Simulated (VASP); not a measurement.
# LiC18 in VASP: single point with PBE

Aim: the single point of LiC18 with PBE.

Everything below comes from runs of VASP 6.6.1. Logs are shortened: lines on timing, memory, paths and dates and some standing lists are left out, and cuts for length are marked.

## Step 1: The cell of the first run

The cell holds a slab with vacuum, 19 atoms: a = 7.398 Å, b = 7.398 Å, c = 11.000 Å, α = 90.00°, β = 90.00°, γ = 120.00°.

## Step 2: Single point, PBE, collinear spin, zero start

INCAR reads:

```
PREC = Accurate
ENCUT = 520
EDIFF = 1E-7
ISMEAR = -1
SIGMA = 0.05
LREAL = Auto
LASPH = True
NELM = 150
ALGO = Normal
ISIF = 2
LWAVE = False
LCHARG = True
ISPIN = 2
MAGMOM = 0 0 0 0 0 0 0 0 0 0 0 0 0 0 0 0 0 0 0
LORBIT = 11
GGA = PE
LELF = True
LVHAR = True
NBANDS = 56
```

KPOINTS reads:

```
Automatic mesh
0
Gamma
  2 2 1
```

POSCAR reads:

```
LiC18
1.0
    7.3980000000      0.0000000000      0.0000000000
   -3.6990000000      6.4068560000      0.0000000000
    0.0000000000      0.0000000000     11.0000000000
C Li
18 1
Direct
   -0.0042112415     -0.0078258353      0.0928385455
    0.2178172536      0.1034441854      0.0931190000
   -0.0046276651      0.3249982519      0.0926686364
    0.2177268609      0.4357819186      0.0911283636
   -0.0049749844      0.6584836619      0.0911333636
    0.2176544652      0.7703073083      0.0853410000
    0.3294781250     -0.0070632148      0.0911339091
    0.5518319180      0.1037206080      0.0926670000
    0.3293891049      0.3252748306      0.0931170909
    0.5514175067      0.4365454757      0.0928375455
    0.3295503284      0.6584115516      0.0853290000
    0.5521798922      0.7702348859      0.0911293636
    0.6629633667     -0.0074106551      0.0926678182
    0.8848000291      0.1031618316      0.0934677273
    0.6624050139      0.3255567161      0.0934667273
    0.8842411774      0.4361298272      0.0926667273
    0.6626878580      0.6585738777      0.0931157273
    0.8845184642      0.7701456065      0.0931197273
    0.2736642691      0.7143033962      0.2608710909
```

Potentials or basis: VASP PAW PBE potentials, release 64 (C, Li_sv).

Command:

```sh
$ cat potpaw_PBE.64/C/POTCAR potpaw_PBE.64/Li_sv/POTCAR > POTCAR
$ mpirun -np 1 vasp_std > vasp.out
```

OUTCAR:

```text
PREC = Accurate
   ENCUT = 520
   EDIFF = 1E-7
   ISMEAR = -1
   LREAL = Auto
   LASPH = True
   NELM = 150
   ISIF = 2
   ISPIN = 2
   LORBIT = 11
   GGA = PE

 ion  position               nearest neighbor table
   1  0.996  0.992  0.093-  14 1.42   2 1.42  18 1.42
   2  0.218  0.103  0.093-   9 1.42   1 1.42   7 1.42
   3  0.995  0.325  0.093-  14 1.42  16 1.42   4 1.42
   4  0.218  0.436  0.091-   9 1.42   3 1.42  11 1.43
   5  0.995  0.658  0.091-  18 1.42  16 1.42   6 1.43
   6  0.218  0.770  0.085-   5 1.43   7 1.43  11 1.43  19 2.06
   7  0.329  0.993  0.091-   2 1.42   8 1.42   6 1.43
   8  0.552  0.104  0.093-  15 1.42  13 1.42   7 1.42
   9  0.329  0.325  0.093-   2 1.42  10 1.42   4 1.42
  10  0.551  0.437  0.093-  15 1.42  17 1.42   9 1.42
  11  0.330  0.658  0.085-   4 1.43  12 1.43   6 1.43  19 2.06
  12  0.552  0.770  0.091-  17 1.42  13 1.42  11 1.43
  13  0.663  0.993  0.093-  14 1.42   8 1.42  12 1.42
  14  0.885  0.103  0.093-   3 1.42  13 1.42   1 1.42
  15  0.662  0.326  0.093-   8 1.42  16 1.42  10 1.42
  16  0.884  0.436  0.093-  15 1.42   3 1.42   5 1.42
  17  0.663  0.659  0.093-  18 1.42  10 1.42  12 1.42
  18  0.885  0.770  0.093-  17 1.42   1 1.42   5 1.42
  19  0.274  0.714  0.261-  11 2.06   6 2.06

  LATTYP: Found a hexagonal cell.
 ALAT       =     7.3980000000
 C/A-ratio  =     1.4868883482

  Lattice vectors:

 A1 = (   7.3980000000,   0.0000000000,   0.0000000000)
 A2 = (  -3.6990000000,   6.4068560000,   0.0000000000)
 A3 = (   0.0000000000,   0.0000000000,  11.0000000000)

Analysis of symmetry for initial positions (statically):
=====================================================================
 Subroutine PRICEL returns:
 Original cell was already a primitive cell.

 Routine SETGRP: Setting up the symmetry group for a
 hexagonal supercell.

 Subroutine GETGRP returns: Found  2 space group operations
 (whereof  1 operations were pure point group operations)
 out of a pool of 24 trial point group operations.

The static configuration has the point symmetry C_1 .
 The point group associated with its full space group is C_1h.

Analysis of symmetry for dynamics (positions and initial velocities):
=====================================================================
 Subroutine PRICEL returns:
 Original cell was already a primitive cell.

 Routine SETGRP: Setting up the symmetry group for a
 hexagonal supercell.

 Subroutine GETGRP returns: Found  2 space group operations
 (whereof  1 operations were pure point group operations)
 out of a pool of 24 trial point group operations.

The dynamic configuration has the point symmetry C_1 .
 The point group associated with its full space group is C_1h.

Analysis of structural, dynamic, and magnetic symmetry:
=====================================================================
 Subroutine PRICEL returns:
 Original cell was already a primitive cell.

 Routine SETGRP: Setting up the symmetry group for a
 hexagonal supercell.

 Subroutine GETGRP returns: Found  2 space group operations
 (whereof  1 operations were pure point group operations)
 out of a pool of 24 trial point group operations.

The overall configuration has the point symmetry C_1 .
 The point group associated with its full space group is C_1h.

 Subroutine INISYM returns: Found  2 space group operations
 (whereof  1 operations are pure point group operations),
 and found     1 'primitive' translations

----------------------------------------------------------------------------------------

                                     Primitive cell

  volume of cell :     521.3771

  direct lattice vectors                    reciprocal lattice vectors
     7.398000000  0.000000000  0.000000000     0.135171668  0.078041398  0.000000000
    -3.699000000  6.406856000  0.000000000     0.000000000  0.156082796  0.000000000
     0.000000000  0.000000000 11.000000000     0.000000000  0.000000000  0.090909091

  length of vectors
     7.398000000  7.398000054 11.000000000     0.156082797  0.156082796  0.090909091

  position of ions in fractional coordinates (direct lattice)
     0.995788758  0.992174165  0.092838546
     0.217817254  0.103444185  0.093119000
[... 74 lines left out ...]
   dimension x,y,z NGX =    56 NGY =   56 NGZ =   84
   dimension x,y,z NGXF=   112 NGYF=  112 NGZF=  168
   ions per type =              18   1
   NGX,Y,Z   is equivalent  to a cutoff of  12.58, 12.58, 12.70 a.u.
   NGXF,Y,Z  is equivalent  to a cutoff of  25.17, 25.17, 25.39 a.u.
 SYSTEM =  unknown system
   PREC   = accura    normal or accurate (medium, high low for compatibility)
   ISTART =      0    job   : 0-new  1-cont  2-samecut
   ICHARG =      2    charge: 1-file 2-atom 10-const
   ISPIN  =      2    spin polarized calculation?
   LNONCOLLINEAR =      F non collinear calculations
   LSORBIT =      F    spin-orbit coupling
   LASPH  =      T    aspherical Exc in radial PAW
   ENCUT  =  520.0 eV  38.22 Ry    6.18 a.u.  13.76 13.76 20.45*2*pi/ulx,y,z
   NELM   =    150;   NELMIN=  2; NELMDL= -5     # of ELM steps
   EDIFF  = 0.1E-06   stopping-criterion for ELM
   LREAL  =      T    real-space projection
   EDIFFG = 0.1E-05   stopping-criterion for IOM
   NSW    =      0    number of steps for IOM
   IBRION =     -1    ionic relax: 0-MD 1-quasi-New 2-CG
   NFREE  =      0    steps in history (QN), initial steepest desc. (CG)
   ISIF   =      2    stress and relaxation
   ISYM   =      2    0-nonsym 1-usesym 2-fastsym
   POTIM  = 0.5000    time-step for ionic-motion
   TEBEG  =    0.0;   TEEND  =   0.0 temperature during run
   PSTRESS=    0.0 pullay stress
   NELECT =      75.0000    total number of electrons
   NUPDOWN=      -1.0000    fix difference up-down
   EMIN   =  10.00;   EMAX   =-10.00  energy-range for DOS
   EFERMI =   0.00;   METHOD = LEGACY
   ISMEAR =    -1;   SIGMA  =   0.05  broadening in eV -4-tet -1-fermi 0-gaus
   EFERMI_NEDOS =   21; number of points for ismear=-14 and -15
   IALGO  =     38    algorithm
   IMIX   =      4    mixing-type and parameters
     AMIX     =   0.40;   BMIX     =  1.00
     AMIX_MAG =   1.60;   BMIX_MAG =  1.00
  volume/ion in A,a.u.               =      27.44       185.18
  Fermi-wavevector in a.u.,A,eV,Ry     =   0.857784  1.620977 10.011076  0.735793
  Thomas-Fermi vector in A             =   1.974890
   LORBIT       =     11    0 simple, 1 ext, 2 COOP (PROOUT), +10 PAW based schemes
   GGA     = PE    functional components
   LHFCALC =     F    Hartree Fock is set to
   AEXX    =    0.0000 exact exchange contribution
   IVDW    =     0    specifies the selected vdW correction
   LEPSILON=     F    determine dielectric tensor
   LRPA    =     F    only Hartree local field effects (RPA)
 spin polarized calculation
  energy-cutoff  :      520.00
  volume of cell :      521.38
 maximum number of plane-waves:     14099
 NGX is ok and might be reduce to    56
   NGX = 27   NGY = 27   NGZ = 41

 number of electron      74.9999999 magnetization       0.0000000

 number of electron      74.9999999 magnetization      -0.0000000

 Free energy of the ion-electron system (eV)
  ---------------------------------------------------
  ext. energy  EPLUGINS =         0.00000000
  ---------------------------------------------------
  free energy    TOTEN  =      -167.39716409 eV

  energy without entropy =     -167.39715559  energy(sigma->0) =     -167.39715984

 E-fermi :   0.1137     XC(G=0):  -4.0965

 val. band max:       -0.4818943708   @ k =   0.0000   0.0000   0.0000
 cond. band min:       0.6763545669   @ k =   0.0000   0.0000   0.0000
 fundamental gap:      1.1582489377
 Fermi energy:         0.1137299576

 spin component 1

 k-point     1 :       0.0000    0.0000    0.0000
  band No.  band energies     occupation
      1     -49.5071      1.00000
      2     -19.9539      1.00000
      3     -17.5242      1.00000
      4     -17.3946      1.00000
      5     -17.3712      1.00000
      6     -17.2945      1.00000
[... 145 lines left out ...]
     48       4.1400      0.00000
     49       4.3738      0.00000
 Fermi energy:         0.1137299576

 spin component 2

 k-point     1 :       0.0000    0.0000    0.0000
  band No.  band energies     occupation
      1     -49.5071      1.00000
      2     -19.9539      1.00000
      3     -17.5242      1.00000
      4     -17.3946      1.00000
      5     -17.3712      1.00000
      6     -17.2945      1.00000
[... 145 lines left out ...]
     48       4.1400      0.00000
     49       4.3738      0.00000
 [bands above 49 left out]

------------------------ aborting loop because EDIFF is reached ----------------------------------------

  FORCE on cell =-STRESS in cart. coord.  units (eV):
  Direction    XX          YY          ZZ          XY          YZ          ZX
  --------------------------------------------------------------------------------------
  -------------------------------------------------------------------------------------
  Total        5.4406800      5.4124840     -0.2232342     -0.0244186      0.0011109     -0.0019242
  in kB       16.7190574     16.6324119     -0.6859925     -0.0750376      0.0034139     -0.0059131
  external PRESSURE =      10.8884923 kB  Pullay stress =       0.0000000 kB

 VOLUME and BASIS-vectors are now :
 -----------------------------------------------------------------------------
  energy-cutoff  :      520.00
  volume of cell :      521.38
      direct lattice vectors                 reciprocal lattice vectors
     7.398000000  0.000000000  0.000000000     0.135171668  0.078041398  0.000000000
    -3.699000000  6.406856000  0.000000000     0.000000000  0.156082796  0.000000000
     0.000000000  0.000000000 11.000000000     0.000000000  0.000000000  0.090909091

 POSITION                                       TOTAL-FORCE (eV/Angst)
 -----------------------------------------------------------------------------------
      3.69679      6.35672      1.02122        -0.002478      0.001431      0.001669
      1.22877      0.66275      1.02431         0.002127      0.000268     -0.001185
      6.16160      2.08222      1.01936         0.003407      0.003844      0.001371
     -0.00121      2.79199      1.00241         0.003716     -0.004675     -0.000762
      4.92546      4.21881      1.00247        -0.001840      0.002976     -0.001149
     -1.23916      4.93525      0.93875        -0.001325      0.000765     -0.014433
[... 11 lines left out ...]
      3.69490      4.93421      1.02432         0.000831     -0.001976     -0.001185
     -0.61764      4.57644      2.86958        -0.000483      0.000279      0.035352
 -----------------------------------------------------------------------------------
    total drift:                                0.040064      0.057831     -0.032967

  FREE ENERGIE OF THE ION-ELECTRON SYSTEM (eV)
  ---------------------------------------------------
  free  energy   TOTEN  =      -167.3971640950 eV

  energy  without entropy=     -167.3971555944  energy(sigma->0) =     -167.39715984

 total charge

# of ion       s       p       d       tot
------------------------------------------
    1        0.861   1.794   0.000   2.655
    2        0.861   1.798   0.000   2.658
    3        0.861   1.795   0.000   2.656
    4        0.859   1.794   0.000   2.653
    5        0.859   1.794   0.000   2.653
    6        0.858   1.808   0.000   2.666
[... 11 lines left out ...]
   18        0.861   1.798   0.000   2.658
   19        2.005   0.043   0.000   2.048
--------------------------------------------------
tot         17.487  32.393   0.000  49.880

 magnetization (x)

# of ion       s       p       d       tot
------------------------------------------
    1        0.000   0.000   0.000   0.000
    2       -0.000   0.000   0.000  -0.000
    3        0.000   0.000   0.000   0.000
    4        0.000   0.000   0.000   0.000
    5        0.000   0.000   0.000   0.000
    6       -0.000  -0.000   0.000  -0.000
[... 11 lines left out ...]
   18       -0.000   0.000   0.000  -0.000
   19       -0.000   0.000   0.000  -0.000
--------------------------------------------------
tot          0.000   0.000   0.000   0.000
```

It took 5.1 min on 1 thread of Intel Xeon 6975P-C (Granite Rapids), shared host; peak memory 0.77 GiB.

Results:

```yaml
Free_energy: -167.3972 eV
Largest_force: 0.035 eV/Å
Net_moment: 0.00 μB per cell
Valence_electrons_inside_the_program's_atomic_spheres: C 2.65, 2.66, 2.67 (each value once); Li 2.05
```

Forces on the atoms (eV/Å):
```
C   -0.002  0.001  0.002
C    0.002  0.000 -0.001
C    0.003  0.004  0.001
C    0.004 -0.005 -0.001
C   -0.002  0.003 -0.001
C   -0.001  0.001 -0.014
C   -0.003  0.000 -0.001
C   -0.003 -0.002  0.002
C   -0.004  0.000  0.001
C    0.002 -0.001 -0.003
C    0.002 -0.001 -0.011
C    0.006 -0.001 -0.001
C   -0.002 -0.005  0.001
C    0.002 -0.001 -0.010
C   -0.004  0.002 -0.002
C    0.001  0.003  0.002
C   -0.002  0.003  0.001
C    0.001 -0.002 -0.001
Li   0.000  0.000  0.035
```

Levels at points of the mesh, in eV from the Fermi level:
Spin up:
```
           k point  band 33  band 34  band 35  band 36  band 37  band 38  band 39  band 40  band 41  band 42
(0.00, 0.00, 0.00)    -5.11    -3.52    -3.51    -0.75    -0.72    -0.60    -0.60     0.56     2.68     3.14
(0.50, 0.00, 0.00)    -3.45    -3.43    -3.26    -3.24    -2.94     0.85     0.88     1.63     1.84     1.94
(0.50, 0.50, 0.00)    -3.45    -3.41    -3.33    -3.21    -2.94     0.77     1.09     1.63     1.66     1.92
```
Spin down:
```
           k point  band 35  band 36  band 37  band 38  band 39  band 40
(0.00, 0.00, 0.00)    -3.51    -0.75    -0.72    -0.60    -0.60     0.56
(0.50, 0.00, 0.00)    -3.26    -3.24    -2.94     0.85     0.88     1.63
(0.50, 0.50, 0.00)    -3.33    -3.21    -2.94     0.77     1.09     1.63
```

Caveat: the k points lie up to 0.49 Å⁻¹ apart; the cutoff is under 1.25 times the usual one of these potentials, so pressure, stress and relaxed cells hold a basis-set (Pulay) error.
